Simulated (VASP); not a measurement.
# Si4Ge (P3m1) in VASP: relaxation of cell and atoms with PBE

Aim: the relaxation of cell and atoms of Si4Ge with PBE.

Everything below comes from runs of VASP 6.6.1. Logs are shortened: lines on timing, memory, paths and dates and some standing lists are left out, and cuts for length are marked.

**1. The cell of the first run**

Symmetry: P3m1, No. 156, trigonal system. Conventional cell: a = 3.785 Å, b = 3.785 Å, c = 6.825 Å, α = 90.00°, β = 90.00°, γ = 120.00°. Within 2.5 Å of Si (site symmetry m) lie 4 Si at 1.87 to 1.91 Å and 1 Ge at 2.18 Å. Si (site symmetry 3m) has 1 Ge at 2.29 Å and 3 Si at 2.88 Å within 3.0 Å. Within 2.9 Å of Ge (site symmetry 3m) lie 4 Si at 2.18 to 2.29 Å.

**2. Relaxation of cell and atoms, PBE**

INCAR

```
  ALGO = Normal
  EDIFF = 1E-7
  EDIFFG = -0.08
  ENCUT = 500
  GGA = PE
  GGA_COMPAT = False
  IBRION = 2
  ISIF = 3
  ISMEAR = 0
  LASPH = True
  LCHARG = False
  LREAL = False
  LWAVE = False
  NELM = 120
  NELMIN = 4
  NSW = 36
  PREC = Accurate
  SIGMA = 0.2
```

KPOINTS

```
k-points
0
Gamma
  5 5 3
```

POSCAR

```
Si4Ge
1.0
    3.7845076500      0.0000000000      0.0000000000
   -1.8922538200      3.2774797600      0.0000000000
    0.0000000000      0.0000000000      6.8245314600
Si Ge
4 1
Direct
    0.8315375500      0.1684624500      0.7496045500
    0.8315375500      0.6630750900      0.7496045500
    0.3369249100      0.1684624500      0.7496045500
    0.0000000000      0.0000000000      0.1387376400
    0.0000000000      0.0000000000      0.4736845000
```

Potentials or basis: VASP PAW PBE potentials, release 64 (Si, Ge_d).

Run with:

```bash
$ cat potpaw_PBE.64/Si/POTCAR potpaw_PBE.64/Ge_d/POTCAR > POTCAR
$ mpirun -np 1 vasp_std > vasp.out
```

OUTCAR:

```text
EDIFF = 1E-7
   EDIFFG = -0.08
   ENCUT = 500
   GGA = PE
   IBRION = 2
   ISIF = 3
   ISMEAR = 0
   LASPH = True
   LREAL = False
   NELM = 120
   NELMIN = 4
   NSW = 36
   PREC = Accurate

 ion  position               nearest neighbor table
   1  0.832  0.168  0.750-   2 1.87   3 1.87   2 1.91   3 1.91   5 2.18   4 2.88
   2  0.832  0.663  0.750-   1 1.87   3 1.87   1 1.91   3 1.91   5 2.18   4 2.88
   3  0.337  0.168  0.750-   2 1.87   1 1.87   2 1.91   1 1.91   5 2.18   4 2.88
   4  0.000  0.000  0.139-   5 2.29   1 2.88   2 2.88   3 2.88
   5  0.000  0.000  0.474-   1 2.18   2 2.18   3 2.18   4 2.29

  LATTYP: Found a hexagonal cell.
 ALAT       =     3.7845076500
 C/A-ratio  =     1.8032811904

  Lattice vectors:

 A1 = (   3.7845076500,   0.0000000000,   0.0000000000)
 A2 = (  -1.8922538200,   3.2774797600,   0.0000000000)
 A3 = (   0.0000000000,   0.0000000000,   6.8245314600)

Analysis of symmetry for initial positions (statically):
=====================================================================
 Subroutine PRICEL returns:
 Original cell was already a primitive cell.

 Routine SETGRP: Setting up the symmetry group for a
 hexagonal supercell.

 Subroutine GETGRP returns: Found  6 space group operations
 (whereof  6 operations were pure point group operations)
 out of a pool of 24 trial point group operations.

The static configuration has the point symmetry C_3v.

Analysis of symmetry for dynamics (positions and initial velocities):
=====================================================================
 Subroutine PRICEL returns:
 Original cell was already a primitive cell.

 Routine SETGRP: Setting up the symmetry group for a
 hexagonal supercell.

 Subroutine GETGRP returns: Found  6 space group operations
 (whereof  6 operations were pure point group operations)
 out of a pool of 24 trial point group operations.

The dynamic configuration has the point symmetry C_3v.

 Subroutine INISYM returns: Found  6 space group operations
 (whereof  6 operations are pure point group operations),
 and found     1 'primitive' translations

----------------------------------------------------------------------------------------

                                     Primitive cell

  volume of cell :      84.6491

  direct lattice vectors                    reciprocal lattice vectors
     3.784507650  0.000000000  0.000000000     0.264235164  0.152556243  0.000000000
    -1.892253820  3.277479760  0.000000000     0.000000000  0.305112487  0.000000000
     0.000000000  0.000000000  6.824531460     0.000000000  0.000000000  0.146530206

  length of vectors
     3.784507650  3.784507643  6.824531460     0.305112486  0.305112487  0.146530206

  position of ions in fractional coordinates (direct lattice)
     0.831537550  0.168462450  0.749604550
     0.831537550  0.663075090  0.749604550
     0.336924910  0.168462450  0.749604550
     0.000000000  0.000000000  0.138737640
     0.000000000  0.000000000  0.473684500

  ion indices of the primitive-cell ions
   primitive index   ion index
                 1           1
                 2           2
                 3           3
                 4           4
                 5           5

----------------------------------------------------------------------------------------

 KPOINTS: k-points

Automatic generation of k-mesh.
 Grid dimensions read from file:
 generate k-points for:    5    5    3

 Generating k-lattice:

  Cartesian coordinates                     Fractional coordinates (reciprocal lattice)
     0.052847033  0.030511249  0.000000000     0.200000000  0.000000000  0.000000000
     0.000000000  0.061022497  0.000000000     0.000000000  0.200000000  0.000000000
     0.000000000  0.000000000  0.048843402     0.000000000  0.000000000  0.333333333

  Length of vectors
     0.061022497  0.061022497  0.048843402

  Shift w.r.t. Gamma in fractional coordinates (k-lattice)
     0.000000000  0.000000000  0.000000000

 Subroutine IBZKPT returns following result:
 ===========================================

 Found     12 irreducible k-points:

 Following reciprocal coordinates:
            Coordinates               Weight
  0.000000  0.000000  0.000000      1.000000
  0.200000 -0.000000  0.000000      6.000000
  0.400000 -0.000000  0.000000      6.000000
  0.200000  0.200000  0.000000      6.000000
  0.400000  0.200000  0.000000      6.000000
  0.000000  0.000000  0.333333      2.000000
  0.200000 -0.000000  0.333333      6.000000
  0.000000  0.200000  0.333333      6.000000
  0.400000 -0.000000  0.333333      6.000000
  0.000000  0.400000  0.333333      6.000000
  0.200000  0.200000  0.333333     12.000000
  0.400000  0.200000  0.333333     12.000000
   k-points           NKPTS =     12   k-points in BZ     NKDIM =     12   number of bands    NBANDS=     19
   number of dos      NEDOS =    301   number of ions     NIONS =      5
   total plane-waves  NPLWV =  39200
   dimension x,y,z NGX =    28 NGY =   28 NGZ =   50
   dimension x,y,z NGXF=    56 NGYF=   56 NGZF=  100
   ions per type =               4   1
   NGX,Y,Z   is equivalent  to a cutoff of  12.30, 12.30, 12.18 a.u.
   NGXF,Y,Z  is equivalent  to a cutoff of  24.60, 24.60, 24.36 a.u.
 SYSTEM =  unknown system
   PREC   = accura    normal or accurate (medium, high low for compatibility)
   ISTART =      0    job   : 0-new  1-cont  2-samecut
   ICHARG =      2    charge: 1-file 2-atom 10-const
   ISPIN  =      1    spin polarized calculation?
   LNONCOLLINEAR =      F non collinear calculations
   LSORBIT =      F    spin-orbit coupling
   LASPH  =      T    aspherical Exc in radial PAW
   ENCUT  =  500.0 eV  36.75 Ry    6.06 a.u.   6.90  6.90 12.44*2*pi/ulx,y,z
   NELM   =    120;   NELMIN=  4; NELMDL= -5     # of ELM steps
   EDIFF  = 0.1E-06   stopping-criterion for ELM
   LREAL  =      F    real-space projection
   EDIFFG = -.8E-01   stopping-criterion for IOM
   NSW    =     36    number of steps for IOM
   IBRION =      2    ionic relax: 0-MD 1-quasi-New 2-CG
   NFREE  =      1    steps in history (QN), initial steepest desc. (CG)
   ISIF   =      3    stress and relaxation
   ISYM   =      2    0-nonsym 1-usesym 2-fastsym
   POTIM  = 0.5000    time-step for ionic-motion
   TEBEG  =    0.0;   TEEND  =   0.0 temperature during run
   PSTRESS=    0.0 pullay stress
   NELECT =      30.0000    total number of electrons
   NUPDOWN=      -1.0000    fix difference up-down
   EMIN   =  10.00;   EMAX   =-10.00  energy-range for DOS
   EFERMI =   0.00;   METHOD = LEGACY
   ISMEAR =     0;   SIGMA  =   0.20  broadening in eV -4-tet -1-fermi 0-gaus
   EFERMI_NEDOS =   21; number of points for ismear=-14 and -15
   IALGO  =     38    algorithm
   IMIX   =      4    mixing-type and parameters
     AMIX     =   0.40;   BMIX     =  1.00
     AMIX_MAG =   1.60;   BMIX_MAG =  1.00
  volume/ion in A,a.u.               =      16.93       114.25
  Fermi-wavevector in a.u.,A,eV,Ry     =   1.158531  2.189307 18.261674  1.342195
  Thomas-Fermi vector in A             =   2.295133
   LORBIT       =      0    0 simple, 1 ext, 2 COOP (PROOUT), +10 PAW based schemes
   GGA     = PE    functional components
   LHFCALC =     F    Hartree Fock is set to
   AEXX    =    0.0000 exact exchange contribution
   IVDW    =     0    specifies the selected vdW correction
   LEPSILON=     F    determine dielectric tensor
   LRPA    =     F    only Hartree local field effects (RPA)
 conjugate gradient relaxation of ions
 non-spin polarized calculation
 Gauss-broadening in eV      SIGMA  =   0.20
  energy-cutoff  :      500.00
  volume of cell :       84.65
 maximum number of plane-waves:      2161
 NGX is ok and might be reduce to    28
   NGX = 13   NGY = 13   NGZ = 25

--------------------------------------- Ionic step        1  -------------------------------------------

 number of electron      29.9999992 magnetization

 Free energy of the ion-electron system (eV)
  ---------------------------------------------------
  ext. energy  EPLUGINS =         0.00000000
  ---------------------------------------------------
  free energy    TOTEN  =        -9.12717387 eV

  energy without entropy =       -9.07340483  energy(sigma->0) =       -9.10028935

 E-fermi :   7.1671     XC(G=0): -10.1356

 val. band max:        7.1404084765   @ k =   0.2000   0.2000   0.0000
 cond. band min:       7.2459847014   @ k =   0.2000   0.2000   0.3333
 fundamental gap:      0.1055762249
 Fermi energy:         7.1671139727

 k-point     1 :       0.0000    0.0000    0.0000
  band No.  band energies     occupation
      1     -17.4476      2.00000
      2     -17.3590      2.00000
      3     -17.3590      2.00000
      4     -17.2907      2.00000
      5     -17.2907      2.00000
      6      -9.4641      2.00000
[... 291 lines left out ...]
--------------------------------------- Ionic step        2  -------------------------------------------

 number of electron      29.9999933 magnetization

 E-fermi :  -0.0536     XC(G=0):  -6.3091

 val. band max:       -0.1112992883   @ k =   0.4000   0.2000   0.0000
 cond. band min:       0.0139088767   @ k =   0.2000  -0.0000   0.0000
 fundamental gap:      0.1252081650
 Fermi energy:        -0.0535727506

 k-point     1 :       0.0000    0.0000    0.0000
  band No.  band energies     occupation
      1     -24.7466      2.00000
      2     -24.7466      2.00000
      3     -24.7433      2.00000
      4     -24.6456      2.00000
      5     -24.6456      2.00000
      6      -9.6170      2.00000
[... 324 lines left out ...]
  FREE ENERGIE OF THE ION-ELECTRON SYSTEM (eV)
  ---------------------------------------------------
  free  energy   TOTEN  =       -20.8254104846 eV

  energy  without entropy=      -20.7364773926  energy(sigma->0) =      -20.78094394

 E-fermi :   4.3906     XC(G=0):  -8.4011

 val. band max:        4.3520593103   @ k =   0.0000   0.0000   0.0000
 cond. band min:       4.5948995566   @ k =   0.4000  -0.0000   0.3333
 fundamental gap:      0.2428402463
 Fermi energy:         4.3905839757

 k-point     1 :       0.0000    0.0000    0.0000
  band No.  band energies     occupation
      1     -21.0651      2.00000
      2     -20.8658      2.00000
      3     -20.8658      2.00000
      4     -20.6337      2.00000
      5     -20.6336      2.00000
      6      -9.0400      2.00000
[... 241 lines left out ...]
      6      -7.7692      2.00000
[... 11 lines left out ...]
     18       7.2044      0.00000
     19       8.1483      0.00000

[... ionic steps 4 to 27 ...]

--------------------------------------- Ionic step       28  -------------------------------------------

 number of electron      29.9999945 magnetization

------------------------ aborting loop because EDIFF is reached ----------------------------------------
[... 73 lines left out ...]
--------------------------------------- Ionic step       30  -------------------------------------------

 number of electron      29.9999927 magnetization

 Free energy of the ion-electron system (eV)
  ---------------------------------------------------
  ext. energy  EPLUGINS =         0.00000000
  ---------------------------------------------------
  free energy    TOTEN  =       -23.85112996 eV

  energy without entropy =      -23.84358539  energy(sigma->0) =      -23.84735767

 E-fermi :   2.7387     XC(G=0):  -7.6680

 val. band max:        2.5072747978   @ k =   0.4000   0.2000   0.3333
 cond. band min:       2.8091681662   @ k =   0.0000   0.0000   0.3333
 fundamental gap:      0.3018933684
 Fermi energy:         2.7387210766

 k-point     1 :       0.0000    0.0000    0.0000
  band No.  band energies     occupation
      1     -21.8396      2.00000
      2     -21.8396      2.00000
      3     -21.8313      2.00000
      4     -21.7649      2.00000
      5     -21.7649      2.00000
      6      -9.3684      2.00000
[... 285 lines left out ...]
  FREE ENERGIE OF THE ION-ELECTRON SYSTEM (eV)
  ---------------------------------------------------
  free  energy   TOTEN  =       -23.8511299613 eV

  energy  without entropy=      -23.8435853867  energy(sigma->0) =      -23.84735767

 reached required accuracy - stopping structural energy minimisation
```

It took 4.7 min on 1 thread of Intel Xeon 6975P-C (Granite Rapids), shared host; peak memory 0.18 GiB.

What came out:

```yaml
Free_energy: -23.8511 eV
Relaxed_volume: 28.62 Å³/atom
Relaxed_cell: a = 5.498 Å, b = 5.498 Å, c = 5.467 Å, α = 90.00°, β = 90.00°, γ = 120.00°
Space_group_after_relaxing_to_0.05_Å: P3m1 (No. 156)
Energy_gained_by_relaxing: 2944.8 meV/atom
Ionic_steps: 30
Pressure_after_relaxing: -0.1 GPa
Largest_force_after_relaxing: 0.062 eV/Å
Band_gap_on_the_k_mesh: 0.30 eV, indirect (least direct gap 1.22 eV)
```

Forces in eV/Å, atoms in the order of the input:
```
Si   0.011 -0.006  0.007
Si   0.000  0.013  0.007
Si  -0.011 -0.006  0.007
Si   0.000  0.000  0.041
Ge   0.000  0.000 -0.062
```

Stress tensor (GPa, compression positive):
```
-0.03  0.00  0.00
 0.00 -0.03  0.00
 0.00  0.00 -0.11
```

The path:
| step | energy change (eV) | largest force (eV/Å) | pressure (GPa) | volume (Å³) |
| --- | --- | --- | --- | --- |
| 1 | 0.0000 | 6.3921 | 80.86 | 84.65 |
| 2 | -8.1578 | 1.4922 | -9.76 | 231.61 |
| 3 | -11.6982 | 1.5791 | -1.06 | 147.53 |
| 4 | -11.6956 | 1.5693 | -1.45 | 149.00 |
| 5 | -12.4327 | 3.0440 | -2.23 | 146.21 |
| 6 | -13.3400 | 4.4784 | 2.79 | 135.15 |
| 7 | -1.3813 | 13.1976 | 58.12 | 99.80 |
| 8 | -10.4103 | 17.0948 | 9.78 | 132.27 |
| 9 | -9.2309 | 18.0303 | 25.63 | 117.90 |
| 10 | -9.8932 | 18.5269 | 21.64 | 121.37 |
| 11 | -9.9198 | 18.3035 | 21.62 | 121.33 |
| 12 | -9.9915 | 17.6461 | 21.60 | 121.19 |
| 13 | -10.0990 | 16.3846 | 21.58 | 120.91 |
| 14 | -10.1779 | 14.0390 | 21.66 | 120.30 |
| 15 | -10.2734 | 13.8471 | 21.31 | 120.50 |
| 16 | -10.5511 | 13.2851 | 20.30 | 121.10 |
| 17 | -11.0683 | 12.2247 | 18.34 | 122.30 |
| 18 | -11.9571 | 10.3693 | 14.79 | 124.69 |
| 19 | -13.2147 | 7.5524 | 8.95 | 129.41 |
| 20 | -14.0856 | 4.3601 | 1.34 | 138.61 |
| 21 | -14.1566 | 4.1110 | 1.37 | 138.55 |
| 22 | -14.3387 | 3.3608 | 1.51 | 138.37 |
| 23 | -14.5619 | 1.8522 | 2.04 | 137.97 |
| 24 | -14.4505 | 1.2233 | 3.81 | 137.06 |
| 25 | -14.6026 | 0.8392 | 2.57 | 137.66 |
| 26 | -14.6596 | 0.6143 | 1.51 | 139.62 |
| 27 | -14.7091 | 0.2436 | -0.61 | 144.13 |
| 28 | -14.7184 | 0.1850 | -0.42 | 143.80 |
| 29 | -14.7236 | 0.0952 | -0.11 | 143.29 |
| 30 | -14.7240 | 0.0617 | -0.06 | 143.11 |

Final structure:
```
CELL_PARAMETERS angstrom
5.49768 0.00000 0.00000
-2.74884 4.76113 0.00000
0.00000 0.00000 5.46732
ATOMIC_POSITIONS crystal
Si 0.80819 0.19181 0.77616
Si 0.80819 0.61639 0.77616
Si 0.38361 0.19181 0.77616
Si 0.00000 0.00000 0.04490
Ge 0.00000 0.00000 0.48785
```

Levels at points of the mesh, in eV from the valence-band top:
| k point | band 11 | band 12 | band 13 | band 14 | band 15 | band 16 | band 17 | band 18 | band 19 |
| --- | --- | --- | --- | --- | --- | --- | --- | --- | --- |
| (0.00, 0.00, 0.00) | -5.18 | -2.34 | -2.34 | -0.59 | -0.59 | 0.63 | 2.28 | 2.83 | 2.83 |

Caveat: the volume moved by over 15 % at a fixed basis, so the end points are rough; the relaxation stopped at a loose force limit of 0.08 eV/Å, so its end isn't a converged minimum.
